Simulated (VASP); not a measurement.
# GePtN4 (P4/mmm) in VASP: notebook

The runs below take GePtN4 through single point, relaxation of cell and atoms, with PBE.

All numbers are computed with VASP 6.6.1; they aren't measurements. Logs are shortened: lines on timing, memory, paths and dates and some standing lists are left out, and cuts for length are marked.

## 1. The cell of the first run

It takes space group P4/mmm (No. 123, tetragonal). Conventional cell: a = 3.711 Å, b = 3.711 Å, c = 9.449 Å, α = 90.00°, β = 90.00°, γ = 90.00°. Within 3.5 Å of Ge (site symmetry 4/mmm) lie 8 N at 2.69 Å. Pt (site symmetry 4/mmm) has 4 N at 1.86 Å within 2.5 Å. N (site symmetry mmm) has 2 Pt at 1.86 Å within 2.5 Å. N (site symmetry 4mm) has 1 N at 1.19 Å within 1.6 Å.

## 2. Single point, PBE

INCAR

```
SYSTEM = GePtN4
ALGO     = Normal         ! electronic algorithm
EDIFF    = 1E-7           ! SCF threshold, eV
ENCUT    = 520            ! plane-wave cutoff, eV
GGA      = PE             ! functional
ISIF     = 2              ! what is computed and relaxed
ISMEAR   = 0              ! smearing method
LASPH    = .TRUE.         ! aspherical terms in the spheres
LCHARG   = .TRUE.         ! write CHGCAR
LELF     = .TRUE.         ! ELF
LREAL    = .FALSE.        ! projectors in reciprocal space
LVHAR    = .TRUE.       
LWAVE    = .FALSE.        ! write WAVECAR
NBANDS   = 31             ! bands
NELM     = 80             ! most SCF steps
PREC     = Accurate       ! precision mode
SIGMA    = 0.1            ! smearing width, eV
```

KPOINTS

```
k-points
0
G
  10 10 4
  0 0 0
```

POSCAR

```
GePtN4
1.0
    3.7108971252      0.0000000000      0.0000000000
    0.0000000000      3.7108971252      0.0000000000
    0.0000000000      0.0000000000      9.4487444648
Ge Pt N
1 1 4
Direct
    0.5000000000      0.5000000000      0.5000000000
    0.0000000000      0.0000000000      0.0000000000
    0.5000000000      0.0000000000      0.0000000000
    0.0000000000      0.5000000000      0.0000000000
    0.0000000000      0.0000000000      0.4367968655
    0.0000000000      0.0000000000      0.5632031345
```

Potentials or basis: VASP PAW PBE potentials, release 64 (Ge_d, Pt, N).

Command:

```console
cat potpaw_PBE.64/Ge_d/POTCAR potpaw_PBE.64/Pt/POTCAR potpaw_PBE.64/N/POTCAR > POTCAR
mpirun -np 1 vasp_std > vasp.out
```

OUTCAR:

```text
SYSTEM = GePtN4
   EDIFF = 1E-7
   ENCUT = 520
   GGA = PE
   ISIF = 2
   ISMEAR = 0
   LASPH = .TRUE.
   LREAL = .FALSE.
   NELM = 80
   PREC = Accurate

 ion  position               nearest neighbor table
   1  0.500  0.500  0.500-
   2  0.000  0.000  0.000-   3 1.86   4 1.86   4 1.86   3 1.86
   3  0.500  0.000  0.000-   2 1.86   2 1.86
   4  0.000  0.500  0.000-   2 1.86   2 1.86
   5  0.000  0.000  0.437-   6 1.19
   6  0.000  0.000  0.563-   5 1.19

  LATTYP: Found a simple tetragonal cell.
 ALAT       =     3.7108971252
 C/A-ratio  =     2.5462156848

  Lattice vectors:

 A1 = (   3.7108971252,   0.0000000000,   0.0000000000)
 A2 = (   0.0000000000,   3.7108971252,   0.0000000000)
 A3 = (   0.0000000000,   0.0000000000,   9.4487444648)

Analysis of symmetry for initial positions (statically):
=====================================================================
 Subroutine PRICEL returns:
 Original cell was already a primitive cell.

 Routine SETGRP: Setting up the symmetry group for a
 simple tetragonal supercell.

 Subroutine GETGRP returns: Found 16 space group operations
 (whereof 16 operations were pure point group operations)
 out of a pool of 16 trial point group operations.

The static configuration has the point symmetry D_4h.

Analysis of symmetry for dynamics (positions and initial velocities):
=====================================================================
 Subroutine PRICEL returns:
 Original cell was already a primitive cell.

 Routine SETGRP: Setting up the symmetry group for a
 simple tetragonal supercell.

 Subroutine GETGRP returns: Found 16 space group operations
 (whereof 16 operations were pure point group operations)
 out of a pool of 16 trial point group operations.

The dynamic configuration has the point symmetry D_4h.

 Subroutine INISYM returns: Found 16 space group operations
 (whereof 16 operations are pure point group operations),
 and found     1 'primitive' translations

----------------------------------------------------------------------------------------

                                     Primitive cell

  volume of cell :     130.1164

  direct lattice vectors                    reciprocal lattice vectors
     3.710897125  0.000000000  0.000000000     0.269476616  0.000000000  0.000000000
     0.000000000  3.710897125  0.000000000     0.000000000  0.269476616  0.000000000
     0.000000000  0.000000000  9.448744465     0.000000000  0.000000000  0.105834167

  length of vectors
     3.710897125  3.710897125  9.448744465     0.269476616  0.269476616  0.105834167

  position of ions in fractional coordinates (direct lattice)
     0.500000000  0.500000000  0.500000000
     0.000000000  0.000000000  0.000000000
     0.500000000  0.000000000  0.000000000
     0.000000000  0.500000000  0.000000000
     0.000000000  0.000000000  0.436796865
     0.000000000  0.000000000  0.563203135

  ion indices of the primitive-cell ions
   primitive index   ion index
                 1           1
                 2           2
                 3           3
                 4           4
                 5           5
                 6           6

----------------------------------------------------------------------------------------

 KPOINTS: k-points

Automatic generation of k-mesh.
 Grid dimensions read from file:
 generate k-points for:   10   10    4

 Generating k-lattice:

  Cartesian coordinates                     Fractional coordinates (reciprocal lattice)
     0.026947662  0.000000000  0.000000000     0.100000000  0.000000000  0.000000000
     0.000000000  0.026947662  0.000000000     0.000000000  0.100000000  0.000000000
     0.000000000  0.000000000  0.026458542     0.000000000  0.000000000  0.250000000

  Length of vectors
     0.026947662  0.026947662  0.026458542

  Shift w.r.t. Gamma in fractional coordinates (k-lattice)
     0.000000000  0.000000000  0.000000000

 Subroutine IBZKPT returns following result:
 ===========================================

 Found     63 irreducible k-points:

 Following reciprocal coordinates:
            Coordinates               Weight
  0.000000  0.000000  0.000000      1.000000
  0.100000  0.000000  0.000000      4.000000
  0.200000  0.000000  0.000000      4.000000
  0.300000  0.000000  0.000000      4.000000
  0.400000  0.000000  0.000000      4.000000
  0.500000  0.000000  0.000000      2.000000
[... 16 lines left out ...]
  0.100000  0.000000  0.250000      8.000000
  0.200000  0.000000  0.250000      8.000000
 [... further k-points ...]
   k-points           NKPTS =     63   k-points in BZ     NKDIM =     63   number of bands    NBANDS=     31
   number of dos      NEDOS =    301   number of ions     NIONS =      6
   total plane-waves  NPLWV =  54880
   dimension x,y,z NGX =    28 NGY =   28 NGZ =   70
   dimension x,y,z NGXF=    56 NGYF=   56 NGZF=  140
   ions per type =               1   1   4
   NGX,Y,Z   is equivalent  to a cutoff of  12.54, 12.54, 12.32 a.u.
   NGXF,Y,Z  is equivalent  to a cutoff of  25.09, 25.09, 24.63 a.u.
 SYSTEM =  GePtN4
   PREC   = accura    normal or accurate (medium, high low for compatibility)
   ISTART =      0    job   : 0-new  1-cont  2-samecut
   ICHARG =      2    charge: 1-file 2-atom 10-const
   ISPIN  =      1    spin polarized calculation?
   LNONCOLLINEAR =      F non collinear calculations
   LSORBIT =      F    spin-orbit coupling
   LASPH  =      T    aspherical Exc in radial PAW
   ENCUT  =  520.0 eV  38.22 Ry    6.18 a.u.   6.90  6.90 17.57*2*pi/ulx,y,z
   NELM   =     80;   NELMIN=  2; NELMDL= -5     # of ELM steps
   EDIFF  = 0.1E-06   stopping-criterion for ELM
   LREAL  =      F    real-space projection
   EDIFFG = 0.1E-05   stopping-criterion for IOM
   NSW    =      0    number of steps for IOM
   IBRION =     -1    ionic relax: 0-MD 1-quasi-New 2-CG
   NFREE  =      0    steps in history (QN), initial steepest desc. (CG)
   ISIF   =      2    stress and relaxation
   ISYM   =      2    0-nonsym 1-usesym 2-fastsym
   POTIM  = 0.5000    time-step for ionic-motion
   TEBEG  =    0.0;   TEEND  =   0.0 temperature during run
   PSTRESS=    0.0 pullay stress
   NELECT =      44.0000    total number of electrons
   NUPDOWN=      -1.0000    fix difference up-down
   EMIN   =  10.00;   EMAX   =-10.00  energy-range for DOS
   EFERMI =   0.00;   METHOD = LEGACY
   ISMEAR =     0;   SIGMA  =   0.10  broadening in eV -4-tet -1-fermi 0-gaus
   EFERMI_NEDOS =   21; number of points for ismear=-14 and -15
   IALGO  =     38    algorithm
   IMIX   =      4    mixing-type and parameters
     AMIX     =   0.40;   BMIX     =  1.00
     AMIX_MAG =   1.60;   BMIX_MAG =  1.00
  volume/ion in A,a.u.               =      21.69       146.34
  Fermi-wavevector in a.u.,A,eV,Ry     =   1.140552  2.155331 17.699258  1.300859
  Thomas-Fermi vector in A             =   2.277254
   LORBIT       =      0    0 simple, 1 ext, 2 COOP (PROOUT), +10 PAW based schemes
   GGA     = PE    functional components
   LHFCALC =     F    Hartree Fock is set to
   AEXX    =    0.0000 exact exchange contribution
   IVDW    =     0    specifies the selected vdW correction
   LEPSILON=     F    determine dielectric tensor
   LRPA    =     F    only Hartree local field effects (RPA)
 non-spin polarized calculation
 Gauss-broadening in eV      SIGMA  =   0.10
  energy-cutoff  :      520.00
  volume of cell :      130.12
 maximum number of plane-waves:      3528
 NGX is ok and might be reduce to    28
   NGX = 13   NGY = 13   NGZ = 35

 number of electron      43.9999981 magnetization

 Free energy of the ion-electron system (eV)
  ---------------------------------------------------
  ext. energy  EPLUGINS =         0.00000000
  ---------------------------------------------------
  free energy    TOTEN  =       -35.71166651 eV

  energy without entropy =      -35.68928001  energy(sigma->0) =      -35.70047326

 E-fermi :   1.2261     XC(G=0):  -7.8786

 val. band max:        1.2258765919   @ k =   0.5000   0.3000   0.5000
 cond. band min:       1.2291967822   @ k =   0.5000   0.1000   0.0000
 fundamental gap:      0.0033201903
 Fermi energy:         1.2261087972

 k-point     1 :       0.0000    0.0000    0.0000
  band No.  band energies     occupation
      1     -24.8187      2.00000
      2     -24.8079      2.00000
      3     -24.5764      2.00000
      4     -24.5764      2.00000
      5     -24.5212      2.00000
      6     -21.9107      2.00000
[... 23 lines left out ...]
     30       6.1939      0.00000
     31       6.7481      0.00000

 k-point     2 :       0.1000    0.0000    0.0000
  band No.  band energies     occupation
      1     -24.8180      2.00000
      2     -24.8084      2.00000
      3     -24.5767      2.00000
      4     -24.5764      2.00000
      5     -24.5199      2.00000
      6     -21.9045      2.00000
[... 23 lines left out ...]
     30       6.3120      0.00000
     31       7.3047      0.00000

 k-point     3 :       0.2000    0.0000    0.0000
  band No.  band energies     occupation
      1     -24.8161      2.00000
      2     -24.8097      2.00000
      3     -24.5775      2.00000
      4     -24.5763      2.00000
      5     -24.5165      2.00000
      6     -21.8882      2.00000
[... 23 lines left out ...]
     30       6.6353      0.00000
     31       7.4264      0.00000

 k-point     4 :       0.3000    0.0000    0.0000
  band No.  band energies     occupation
      1     -24.8137      2.00000
      2     -24.8114      2.00000
      3     -24.5786      2.00000
      4     -24.5762      2.00000
      5     -24.5123      2.00000
      6     -21.8678      2.00000
[... 635 lines left out ...]
     30       6.2773      0.00000
     31       6.7551      0.00000

 k-point    23 :       0.1000    0.0000    0.2500
  band No.  band energies     occupation
      1     -24.8180      2.00000
      2     -24.8084      2.00000
      3     -24.5767      2.00000
      4     -24.5764      2.00000
      5     -24.5199      2.00000
      6     -21.9045      2.00000
[... 23 lines left out ...]
     30       6.3762      0.00000
     31       7.2614      0.00000

 k-point    24 :       0.2000    0.0000    0.2500
  band No.  band energies     occupation
      1     -24.8161      2.00000
      2     -24.8097      2.00000
      3     -24.5775      2.00000
      4     -24.5763      2.00000
      5     -24.5165      2.00000
      6     -21.8882      2.00000
[... 23 lines left out ...]
     30       6.6405      0.00000
     31       7.5015      0.00000

 [... further k-points ...]

------------------------ aborting loop because EDIFF is reached ----------------------------------------

  FORCE on cell =-STRESS in cart. coord.  units (eV):
  Direction    XX          YY          ZZ          XY          YZ          ZX
  --------------------------------------------------------------------------------------
  -------------------------------------------------------------------------------------
  Total       -0.1753502     -0.1753502      0.5302827      0.0000000      0.0000000     -0.0000000
  in kB       -2.1591603     -2.1591603      6.5295933      0.0000000      0.0000000     -0.0000000
  external PRESSURE =       0.7370909 kB  Pullay stress =       0.0000000 kB

 VOLUME and BASIS-vectors are now :
 -----------------------------------------------------------------------------
  energy-cutoff  :      520.00
  volume of cell :      130.12
      direct lattice vectors                 reciprocal lattice vectors
     3.710897125  0.000000000  0.000000000     0.269476616  0.000000000  0.000000000
     0.000000000  3.710897125  0.000000000     0.000000000  0.269476616  0.000000000
     0.000000000  0.000000000  9.448744465     0.000000000  0.000000000  0.105834167

 POSITION                                       TOTAL-FORCE (eV/Angst)
 -----------------------------------------------------------------------------------
      1.85545      1.85545      4.72437         0.000000      0.000000      0.000000
      0.00000      0.00000      0.00000         0.000000      0.000000      0.000000
      1.85545      0.00000      0.00000         0.000000      0.000000      0.000000
      0.00000      1.85545      0.00000         0.000000      0.000000      0.000000
      0.00000      0.00000      4.12718        -0.000000     -0.000000     -0.494657
      0.00000      0.00000      5.32156         0.000000     -0.000000      0.494657
 -----------------------------------------------------------------------------------
    total drift:                                0.000000      0.000000      0.000000

  FREE ENERGIE OF THE ION-ELECTRON SYSTEM (eV)
  ---------------------------------------------------
  free  energy   TOTEN  =       -35.7116665089 eV

  energy  without entropy=      -35.6892800109  energy(sigma->0) =      -35.70047326
```

Wall time 6.9 min (1 thread of Intel Xeon 8259CL, shared host); peak memory 0.39 GiB.

What came out:

```yaml
Free_energy: -35.7117 eV
Pressure: 0.1 GPa
Largest_force: 0.495 eV/Å
Band_gap_on_the_k_mesh: zero (bands 22 and 23 overlap by 1.46 eV)
```

Forces on the atoms (eV/Å):
```
Ge   0.000  0.000  0.000
Pt   0.000  0.000  0.000
N    0.000  0.000  0.000
N    0.000  0.000  0.000
N    0.000  0.000 -0.495
N    0.000  0.000  0.495
```

Stress tensor (GPa, compression positive):
```
-0.22  0.00  0.00
 0.00 -0.22  0.00
 0.00  0.00  0.65
```

Caveat: the standard files for N, O and F lose accuracy on very short bonds; spin-orbit coupling is left out, which moves the levels of the heavy elements.

## 3. Relaxation of cell and atoms, PBE

This run uses another cell than the first one, of 20.08 Å³/atom.

INCAR

```
SYSTEM = GePtN4
  ALGO = Normal
  EDIFF = 1E-6
  EDIFFG = -0.01
  ENCUT = 600
  GGA = PE
  IBRION = 2
  ISIF = 3
  ISMEAR = 0
  LASPH = .TRUE.
  LCHARG = .FALSE.
  LREAL = .FALSE.
  LWAVE = .FALSE.
  NELM = 100
  NSW = 100
  PREC = Accurate
  SIGMA = 0.1
```

KPOINTS is that of step 2.

POSCAR

```
GePtN4
1.0
    3.7096182779      0.0000000000      0.0000000000
    0.0000000000      3.7096182779      0.0000000000
    0.0000000000      0.0000000000      8.7564891671
Ge Pt N
1 1 4
Direct
    0.5000000000      0.5000000000      0.5000000000
    0.0000000000      0.0000000000      0.0000000000
    0.5000000000      0.0000000000      0.0000000000
    0.0000000000      0.5000000000      0.0000000000
    0.0000000000      0.0000000000      0.4318124527
    0.0000000000      0.0000000000      0.5681875473
```

Potentials or basis: VASP PAW PBE potentials, release 64 (Ge_d, Pt, N).

Command:

```console
cat potpaw_PBE.64/Ge_d/POTCAR potpaw_PBE.64/Pt/POTCAR potpaw_PBE.64/N/POTCAR > POTCAR
mpirun -np 1 vasp_std > vasp.out
```

It took 73 min on 1 thread of Intel Xeon 8259CL, shared host; peak memory 0.45 GiB.

The run converged. Its results:

- Free energy: -35.7138 eV
- Relaxed volume: 21.00 Å³/atom
- Relaxed cell: a = 3.707 Å, b = 3.707 Å, c = 9.169 Å, α = 90.00°, β = 90.00°, γ = 90.00°
- Space group after relaxing (to 0.1 Å): P4/mmm (No. 123)
- Energy gained by relaxing: 0.9 meV/atom
- Ionic steps: 24
- Pressure after relaxing: 0.0 GPa
- Largest force after relaxing: 0.005 eV/Å
- Band gap on the k mesh: zero (bands 22 and 23 overlap by 1.47 eV)

Forces in eV/Å, atoms in the order of the input:
```
Ge   0.000  0.000  0.000
Pt   0.000  0.000  0.000
N    0.000  0.000  0.000
N    0.000  0.000  0.000
N    0.000  0.000  0.005
N    0.000  0.000 -0.005
```

Step by step:
| step | energy change (eV) | largest force (eV/Å) | pressure (GPa) | volume (Å³) |
| --- | --- | --- | --- | --- |
| 1 | 0.0000 | 0.4673 | 0.27 | 120.50 |
| 2 | 0.0611 | 2.6284 | -1.96 | 121.09 |
| 3 | -0.0017 | 0.0341 | -0.07 | 120.58 |
| 4 | -0.0017 | 0.0230 | -0.08 | 120.58 |
| 5 | -0.0017 | 0.0143 | -0.07 | 120.58 |
| 6 | -0.0019 | 0.0099 | 0.13 | 120.46 |
| 7 | -0.0019 | 0.0088 | 0.15 | 120.46 |
| 8 | -0.0021 | 0.0573 | 0.14 | 120.63 |
| 9 | -0.0025 | 0.1994 | 0.05 | 121.16 |
| 10 | -0.0025 | 0.1939 | 0.03 | 121.19 |
| 11 | -0.0026 | 0.1786 | 0.06 | 121.26 |
| 12 | -0.0029 | 0.1442 | 0.11 | 121.40 |
| 13 | -0.0033 | 0.0762 | 0.17 | 121.70 |
| 14 | -0.0038 | 0.0637 | 0.23 | 122.28 |
| 15 | -0.0038 | 0.3606 | 0.40 | 123.44 |
| 16 | -0.0040 | 0.1985 | 0.32 | 122.80 |
| 17 | -0.0041 | 0.1942 | 0.31 | 122.97 |
| 18 | -0.0045 | 0.1842 | 0.25 | 123.50 |
| 19 | -0.0050 | 0.1673 | 0.17 | 124.56 |
| 20 | -0.0052 | 0.1546 | 0.03 | 126.68 |
| 21 | -0.0052 | 0.1599 | 0.08 | 126.12 |
| 22 | -0.0054 | 0.0221 | 0.03 | 126.02 |
| 23 | -0.0054 | 0.0119 | -0.05 | 126.01 |
| 24 | -0.0054 | 0.0051 | -0.01 | 126.00 |

Final structure:
```yaml
crystal:
  lattice:
    - [3.70698, 0.00000, 0.00000]
    - [0.00000, 3.70698, 0.00000]
    - [0.00000, 0.00000, 9.16916]
  atoms:
    - { symbol: Ge, position: [0.50000, 0.50000, 0.50000] }
    - { symbol: Pt, position: [0.00000, 0.00000, 0.00000] }
    - { symbol: N, position: [0.50000, 0.00000, 0.00000] }
    - { symbol: N, position: [0.00000, 0.50000, 0.00000] }
    - { symbol: N, position: [0.00000, 0.00000, 0.43448] }
    - { symbol: N, position: [0.00000, 0.00000, 0.56552] }
```

Levels at points of the mesh, in eV from the Fermi level:
```
           k point  band 20  band 21  band 22  band 23  band 24  band 25
(0.00, 0.00, 0.00)    -3.31    -1.10    -0.62    -0.62     0.54     0.81
(0.50, 0.00, 0.00)    -2.25    -2.00    -1.44    -0.21     1.30     1.55
(0.50, 0.50, 0.00)     0.30     0.30     0.85     1.01     1.32     1.71
(0.00, 0.00, 0.50)    -3.31    -1.10    -0.62    -0.62     0.51     0.81
(0.50, 0.00, 0.50)    -2.24    -2.01    -1.43    -0.21     1.30     1.55
(0.50, 0.50, 0.50)     0.30     0.30     0.85     0.98     1.35     1.69
```

Caveat: the standard files for N, O and F lose accuracy on very short bonds; spin-orbit coupling is left out, which moves the levels of the heavy elements.
